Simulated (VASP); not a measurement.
Set up this calculation in VASP 6.6.1, as the native input.

- Task: single point
- Functional: PBE
- Potentials or basis: VASP PAW PBE potentials, release 64 (Al, Co)
- Cutoff: 520 eV
- k mesh: 20 × 20 × 20
- Occupations: gaussian, width 0.1 eV
- Spin: no spin polarisation
- Dipole correction: no
- Further INCAR settings: ALGO = Normal; EDIFF = 1e-06; NBANDS = 13

The structure of AlCo lies in POSCAR:

```
AlCo
1.0
    2.8520618926      0.0000000000      0.0000000000
    0.0000000000      2.8520618926      0.0000000000
    0.0000000000      0.0000000000      2.8520618926
Al Co
1 1
Direct
    0.5000000000      0.5000000000      0.5000000000
    0.0000000000      0.0000000000      0.0000000000
```

The input as run:

INCAR

```
PREC = Accurate ; ENCUT = 520
EDIFF = 1E-6 ; ISMEAR = 0
SIGMA = 0.1 ; LREAL = F
LASPH = T ; NELM = 60
ALGO = Normal ; ISIF = 2
LWAVE = F ; LCHARG = T
GGA = PE ; LELF = T
LVHAR = T ; NBANDS = 13
```

KPOINTS

```
Automatic mesh
0
Gamma
  20 20 20
```

Potentials or basis: VASP PAW PBE potentials, release 64 (Al, Co).

Run with:

```console
$ cat potpaw_PBE.64/Al/POTCAR potpaw_PBE.64/Co/POTCAR > POTCAR
$ mpirun -np 1 vasp_std > vasp.out
```

It gave:

```yaml
Pressure: 0.0 GPa
Band_gap_on_the_k_mesh: zero (bands 6 and 7 overlap by 2.63 eV)
```

Caveat: the run has no spin polarisation, though such a crystal can be magnetic.

Wall time 110 s on 1 thread of AMD EPYC 7R13, on a shared host, peak memory 0.18 GiB.
